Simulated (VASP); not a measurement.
Wanted: the native input for a VASP 6.6.1 run.

```
Task                   : single point
Functional             : PBE
Potentials or basis    : VASP PAW PBE potentials, release 64 (Mg, O)
Cutoff                 : 520 eV
k mesh                 : 6 × 6 × 6
Occupations            : gaussian, width 0.1 eV
Spin                   : no spin polarisation
Dipole correction      : no
Further INCAR settings : ALGO = Normal; EDIFF = 1e-06; NBANDS = 29
```

The structure of Mg3O2 lies in POSCAR:

```
Mg3O2
1.0
    2.6363380216      1.5220904664      5.2051652369
   -2.6363380216      1.5220904664      5.2051652369
    0.0000000000     -3.0441809329      5.2051652369
Mg O
6 4
Direct
    0.0774282472      0.4225717528      0.7500000000
    0.7500000000      0.0774282472      0.4225717528
    0.4225717528      0.7500000000      0.0774282472
    0.9225717528      0.5774282472      0.2500000000
    0.2500000000      0.9225717528      0.5774282472
    0.5774282472      0.2500000000      0.9225717528
    0.8360346368      0.8360346368      0.8360346368
    0.6639653632      0.6639653632      0.6639653632
    0.1639653632      0.1639653632      0.1639653632
    0.3360346368      0.3360346368      0.3360346368
```

The input as run:

INCAR

```
ALGO = Normal ; EDIFF = 1E-6
ENCUT = 520 ; GGA = PE
ISIF = 2 ; ISMEAR = 0
LASPH = True ; LCHARG = False
LREAL = False ; LWAVE = False
NBANDS = 29 ; NELM = 100
PREC = Accurate ; SIGMA = 0.1
```

KPOINTS

```
k-points
0
Gamma
  6 6 6
```

Potentials or basis: VASP PAW PBE potentials, release 64 (Mg, O).

Command:

```sh
$ cat potpaw_PBE.64/Mg/POTCAR potpaw_PBE.64/O/POTCAR > POTCAR
$ mpirun -np 1 vasp_std > vasp.out
```

Results of the run:

```yaml
Pressure: -0.4 GPa
Largest_force: 0.009 eV/Å
Band_gap_on_the_k_mesh: 0.44 eV, indirect (least direct gap 0.79 eV)
```

Run time: 89 s on 1 thread of Intel(R) Xeon(R) Platinum 8488C (Sapphire Rapids), with other jobs on the host, peak memory 0.36 GiB.
